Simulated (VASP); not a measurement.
# Au in VASP: a series of runs, part 2 of 2

VASP 6.6.1. Earlier steps stand in the parts before.

## Step 3: Single point, PBE (volume scaled by 1.02)

The input, INCAR:

```
SYSTEM = Au
  PREC = Accurate
  ENCUT = 520
  EDIFF = 1E-6
  ISMEAR = -1
  SIGMA = 0.15
  LREAL = .False.
  LASPH = .True.
  NELM = 80
  ALGO = Fast
  ISIF = 2
  LWAVE = .False.
  LCHARG = .False.
  GGA = PE
  NBANDS = 12
```

The input, KPOINTS:

```
regular mesh
0
Gamma
  20 20 20
  0 0 0
```

The input, POSCAR:

```
Au
1.0
   -1.6628772535      1.6628772535      1.6628772535
    1.6628772535     -1.6628772535      1.6628772535
    1.6628772535      1.6628772535     -1.6628772535
Au
1
Direct
    0.0000000000      0.0000000000      0.0000000000
```

Potentials or basis: VASP PAW PBE potentials, release 64 (Au).

On the command line:

```
> cat potpaw_PBE.64/Au/POTCAR > POTCAR
> mpirun -np 1 vasp_std > vasp.out
```

It took 2.8 min on 1 thread of AMD EPYC 7R13, shared host; peak memory 0.15 GiB.

The run converged. Its results:

- Free energy: -3.2079 eV
- Pressure: -2.7 GPa

Levels at points of the mesh, in eV from the Fermi level:
| k point | band 3 | band 4 | band 5 | band 6 | band 7 | band 8 |
| --- | --- | --- | --- | --- | --- | --- |
| (0.00, 0.00, 0.00) | -4.48 | -4.48 | -2.77 | -2.77 | 16.48 | 16.48 |
| (0.50, 0.00, 0.00) | -2.91 | -2.61 | -1.43 | -0.32 | 3.13 | 12.32 |
| (0.50, 0.50, 0.50) | -1.76 | -1.76 | -1.76 | 6.22 | 6.22 | 6.22 |

Caveat: the cell differs from its parent crystal (volume scaled by 1.02); spin-orbit coupling is left out, which moves the levels of the heavy elements.

## Step 4: Relaxation of cell and atoms, PBE

This run uses another cell than the first one, of 17.99 Å³/atom, 0.998 times its volume.

The input, INCAR:

```
SYSTEM = Au
PREC = Accurate
ENCUT = 600
EDIFF = 1E-6
ISMEAR = -1
SIGMA = 0.15
LREAL = .FALSE.
LASPH = .TRUE.
NELM = 60
ALGO = Fast
ISIF = 3
LWAVE = .FALSE.
LCHARG = .FALSE.
GGA = PE
IBRION = 2
NSW = 80
EDIFFG = -0.001
```

The input, KPOINTS:

```
regular mesh
0
G
  20 20 20
  0 0 0
```

The input, POSCAR:

```
Au
1.0
   -1.6506545192      1.6506545192      1.6506545192
    1.6506545192     -1.6506545192      1.6506545192
    1.6506545192      1.6506545192     -1.6506545192
Au
1
Direct
    0.0000000000      0.0000000000      0.0000000000
```

Potentials or basis: VASP PAW PBE potentials, release 64 (Au).

On the command line:

```
> cat potpaw_PBE.64/Au/POTCAR > POTCAR
> mpirun -np 1 vasp_std > vasp.out
```

OUTCAR:

```text
SYSTEM = Au
   PREC = Accurate
   ENCUT = 600
   EDIFF = 1E-6
   ISMEAR = -1
   LREAL = .FALSE.
   LASPH = .TRUE.
   NELM = 60
   ISIF = 3
   GGA = PE
   IBRION = 2
   NSW = 80
   EDIFFG = -0.001

 ion  position               nearest neighbor table
   1  0.000  0.000  0.000-

  LATTYP: Found a body centered cubic cell.
 ALAT       =     3.3013090384

  Lattice vectors:

 A1 = (  -1.6506545192,   1.6506545192,   1.6506545192)
 A2 = (   1.6506545192,  -1.6506545192,   1.6506545192)
 A3 = (   1.6506545192,   1.6506545192,  -1.6506545192)

Analysis of symmetry for initial positions (statically):
=====================================================================
 Subroutine PRICEL returns:
 Original cell was already a primitive cell.

 Routine SETGRP: Setting up the symmetry group for a
 body centered cubic supercell.

 Subroutine GETGRP returns: Found 48 space group operations
 (whereof 48 operations were pure point group operations)
 out of a pool of 48 trial point group operations.

[... 167 lines left out ...]
  --------------------------------------------------------------------------------------
  -------------------------------------------------------------------------------------
  Total        0.0304365      0.0304365      0.0304365      0.0000000      0.0000000     -0.0000000
  in kB        2.7106711      2.7106711      2.7106711      0.0000000      0.0000000     -0.0000000
  external PRESSURE =       2.7106711 kB  Pullay stress =       0.0000000 kB
[... 57 lines left out ...]
--------------------------------------- Ionic step        3  -------------------------------------------

 number of electron      10.9999999 magnetization

 Free energy of the ion-electron system (eV)
  ---------------------------------------------------
  ext. energy  EPLUGINS =         0.00000000
  ---------------------------------------------------
  free energy    TOTEN  =        -3.21098256 eV

  energy without entropy =       -3.18977675  energy(sigma->0) =       -3.20037965

 E-fermi :   8.5891     XC(G=0): -12.3890

 val. band max:        8.5627569724   @ k =   0.4000   0.0500   0.0500
 cond. band min:       8.7157754988   @ k =   0.4000   0.1000   0.0000
 fundamental gap:      0.1530185264
 Fermi energy:         8.5890891870

 k-point     1 :       0.0000    0.0000    0.0000
  band No.  band energies     occupation
      1      -0.6957      2.00000
      2       4.0026      2.00000
      3       4.0026      2.00000
      4       4.0026      2.00000
      5       5.7706      2.00000
      6       5.7706      2.00000
      7      25.0839      0.00000
      8      25.0839      0.00000
      9      25.0839      0.00000
[... 265 lines left out ...]
 k-point    24 :       0.2500    0.1000    0.0000
  band No.  band energies     occupation
      1       1.7937      2.00000
      2       3.3795      2.00000
      3       4.1774      2.00000
      4       5.4420      2.00000
      5       5.9158      2.00000
      6       6.3289      2.00000
      7      18.2556      0.00000
      8      21.9691      0.00000
      9      23.8577      0.00000

 [... further k-points ...]
[... 5 lines left out ...]
  --------------------------------------------------------------------------------------
  -------------------------------------------------------------------------------------
  Total        0.0007609      0.0007609      0.0007609     -0.0000000     -0.0000000     -0.0000000
  in kB        0.0676801      0.0676801      0.0676801     -0.0000000     -0.0000000     -0.0000000
  external PRESSURE =       0.0676801 kB  Pullay stress =       0.0000000 kB
[... 16 lines left out ...]
  FREE ENERGIE OF THE ION-ELECTRON SYSTEM (eV)
  ---------------------------------------------------
  free  energy   TOTEN  =        -3.2109825568 eV

  energy  without entropy=       -3.1897767500  energy(sigma->0) =       -3.20037965

 reached required accuracy - stopping structural energy minimisation
```

OSZICAR:

```text
N       E                     dE             d eps       ncg     rms          rms(c)
DAV:   1     0.482179458940E+02    0.48218E+02   -0.63293E+03  4856   0.122E+03
DAV:   2    -0.302311523819E+01   -0.51241E+02   -0.48222E+02  4810   0.212E+02
[... 17 lines left out ...]
   2 F= -.32109048E+01 E0= -.32002557E+01  d E =0.663696E-04
       N       E                     dE             d eps       ncg     rms          rms(c)
DAV:   1    -0.321224301768E+01   -0.13380E-02   -0.26012E-02  4649   0.178E+00    0.218E-01
RMM:   2    -0.321101925116E+01    0.12238E-02   -0.22343E-03  4608   0.494E-01    0.789E-02
RMM:   3    -0.321097909740E+01    0.40154E-04   -0.16066E-04  4608   0.140E-01    0.651E-02
RMM:   4    -0.321098304498E+01   -0.39476E-05   -0.18379E-05  4599   0.478E-02    0.789E-03
RMM:   5    -0.321098255680E+01    0.48818E-06   -0.34051E-06  3580   0.190E-02
   3 F= -.32109826E+01 E0= -.32003797E+01  d E =-.113470E-04
```

Wall time 2.5 min (1 thread of AMD EPYC 7R13, shared host); peak memory 0.16 GiB.

Results:

| Quantity | Value |
| --- | --- |
| Free energy | -3.2110 eV |
| Relaxed volume | 18.01 Å³/atom |
| Relaxed cell | a = 2.860 Å, b = 2.860 Å, c = 2.860 Å, α = 109.47°, β = 109.47°, γ = 109.47° |
| Space group after relaxing (to 0.05 Å) | Im-3m (No. 229) |
| Energy gained by relaxing | 0.0 meV/atom |
| Ionic steps | 3 |
| Pressure after relaxing | 0.0 GPa |

Final structure:
```
Au
1.0
    -1.65137    1.65137    1.65137
     1.65137   -1.65137    1.65137
     1.65137    1.65137   -1.65137
Au
1
Direct
  0.00000 0.00000 0.00000
```

Caveat: spin-orbit coupling is left out, which moves the levels of the heavy elements.

## Step 5: Single point, PBE (uniaxial strain along c: -4.0 %)

The input, INCAR:

```
SYSTEM = Au
PREC = Accurate
ENCUT = 500
EDIFF = 1E-6
ISMEAR = 0
SIGMA = 0.1
LREAL = .False.
LASPH = .True.
NELM = 120
ALGO = Normal
ISIF = 2
LWAVE = .False.
LCHARG = .False.
GGA = PE
NBANDS = 26
GGA_COMPAT = .False.
```

The input, KPOINTS:

```
Automatic mesh
0
Gamma
  12 12 12
  0 0 0
```

The input, POSCAR:

```
Au
1.0
    3.3343221287      0.0000000000      0.0000000000
    0.0000000000      3.3343221287      0.0000000000
    0.0000000000      0.0000000000      3.1692566768
Au
2
Direct
    0.0000000000      0.0000000000      0.0000000000
    0.5000000000      0.5000000000      0.5000000000
```

Potentials or basis: VASP PAW PBE potentials, release 64 (Au_sv_GW).

On the command line:

```
> cat potpaw_PBE.64/Au_sv_GW/POTCAR > POTCAR
> mpirun -np 1 vasp_std > vasp.out
```

Run time: 93 s. Hardware: 1 thread of Intel Xeon Platinum 8488C (Sapphire Rapids), shared host; peak memory 0.25 GiB.

It converged, with:

```
Free energy            : -5.1758 eV
Pressure               : 1.5 GPa
Band gap on the k mesh : zero (band 19 reaches 11.34 eV, above the bottom of band 20 at 6.19 eV)
```

Stress tensor (GPa, compression positive):
```
1.47 0.00 0.00
0.00 1.47 0.00
0.00 0.00 1.57
```

Levels at points of the mesh, in eV from the Fermi level:
| k point | band 17 | band 18 | band 19 | band 20 | band 21 | band 22 |
| --- | --- | --- | --- | --- | --- | --- |
| (0.00, 0.00, 0.00) | -1.87 | -1.87 | -1.77 | 5.76 | 5.76 | 7.23 |
| (0.50, 0.00, 0.00) | -3.37 | -3.37 | -2.19 | -2.19 | 12.54 | 12.54 |
| (0.50, 0.50, 0.00) | -1.52 | -1.52 | -0.74 | -0.74 | 3.05 | 3.05 |
| (0.00, 0.00, 0.50) | -3.49 | -3.49 | -1.57 | -1.57 | 11.99 | 11.99 |
| (0.50, 0.00, 0.50) | -1.47 | -1.47 | -0.45 | -0.45 | 3.47 | 3.47 |
| (0.50, 0.50, 0.50) | -2.61 | -2.61 | 2.79 | 2.79 | 6.72 | 6.72 |

Caveat: the cell differs from its parent crystal (uniaxial strain along c: -4.0 %); spin-orbit coupling is left out, which moves the levels of the heavy elements.

## Step 6: Single point, PBE (uniaxial strain along c: -2.0 %)

The input, INCAR:

```
SYSTEM = Au
PREC = Accurate
ENCUT = 500
EDIFF = 1E-6
ISMEAR = 0
SIGMA = 0.1
LREAL = .FALSE.
LASPH = .TRUE.
NELM = 120
ALGO = Normal
ISIF = 2
LWAVE = .FALSE.
LCHARG = .FALSE.
GGA = PE
NBANDS = 26
GGA_COMPAT = .FALSE.
```

The input, KPOINTS:

```
Automatic mesh
0
G
  12 12 12
  0 0 0
```

The input, POSCAR:

```
Au
1.0
    3.3178155835      0.0000000000      0.0000000000
    0.0000000000      3.3178155835      0.0000000000
    0.0000000000      0.0000000000      3.2352828575
Au
2
Direct
    0.0000000000      0.0000000000      0.0000000000
    0.5000000000      0.5000000000      0.5000000000
```

Potentials or basis: VASP PAW PBE potentials, release 64 (Au_sv_GW).

On the command line:

```
> cat potpaw_PBE.64/Au_sv_GW/POTCAR > POTCAR
> mpirun -np 1 vasp_std > vasp.out
```

Run time: 1.8 min. Hardware: 1 thread of Intel Xeon Platinum 8259CL at 2.50GHz (Skylake/Cascade Lake), shared host; peak memory 0.25 GiB.

The run converged. Its results:

| Item | Value |
| --- | --- |
| Free energy | -5.1831 eV |
| Pressure | -0.2 GPa |
| Band gap on the k mesh | zero (band 19 reaches 11.07 eV, above the bottom of band 20 at 6.14 eV) |

Stress tensor (GPa, compression positive):
```
-0.24  0.00  0.00
 0.00 -0.24  0.00
 0.00  0.00 -0.02
```

Levels at points of the mesh, in eV from the Fermi level:
```
           k point  band 17  band 18  band 19  band 20  band 21  band 22
(0.00, 0.00, 0.00)    -1.86    -1.86    -1.81     5.98     5.98     6.70
(0.50, 0.00, 0.00)    -3.37    -3.37    -2.08    -2.08    12.44    12.44
(0.50, 0.50, 0.00)    -1.51    -1.51    -0.61    -0.61     3.12     3.12
(0.00, 0.00, 0.50)    -3.43    -3.43    -1.79    -1.79    12.13    12.13
(0.50, 0.00, 0.50)    -1.48    -1.48    -0.46    -0.46     3.32     3.32
(0.50, 0.50, 0.50)    -2.65    -2.65     2.71     2.71     6.82     6.82
```

Caveat: the cell differs from its parent crystal (uniaxial strain along c: -2.0 %); spin-orbit coupling is left out, which moves the levels of the heavy elements.

## Step 7: Summary

| task | potentials or basis | cell | k mesh | cutoff (eV) | smearing | second run | gap on the mesh (eV) | pressure (GPa) |
| --- | --- | --- | --- | --- | --- | --- | --- | --- |
| single point | VASP PAW PBE potentials, release 64 (Au) | a = 2.861 Å, angles 109.5°, 1 atom | 20 × 20 × 20 | 520 | fermi-dirac 0.15 eV | - | none | -0.2 |
| single point | VASP PAW PBE potentials, release 64 (Au) | a = 2.880 Å, angles 109.5°, 1 atom | 20 × 20 × 20 | 520 | fermi-dirac 0.15 eV | - | none | -2.7 |
| relaxation of cell and atoms | VASP PAW PBE potentials, release 64 (Au) | relaxed from a = 2.859 Å, angles 109.5°, 1 atom | 20 × 20 × 20 | 600 | fermi-dirac 0.15 eV | - | none | 0.0 |
| single point | VASP PAW PBE potentials, release 64 (Au_sv_GW) | a = 3.334, b = 3.334, c = 3.169 Å, 2 atoms | 12 × 12 × 12 | 500 | gaussian 0.1 eV | valence_matched | none | 1.5 |
| single point | VASP PAW PBE potentials, release 64 (Au_sv_GW) | a = 3.318, b = 3.318, c = 3.235 Å, 2 atoms | 12 × 12 × 12 | 500 | gaussian 0.1 eV | valence_matched | none | -0.2 |

Alike in all rows: level PBE; no spin polarisation.

Caveats: spin-orbit coupling is left out, which moves the levels of the heavy elements.

Total energies depend on the potentials used, so only differences within one code and one set of settings carry meaning.
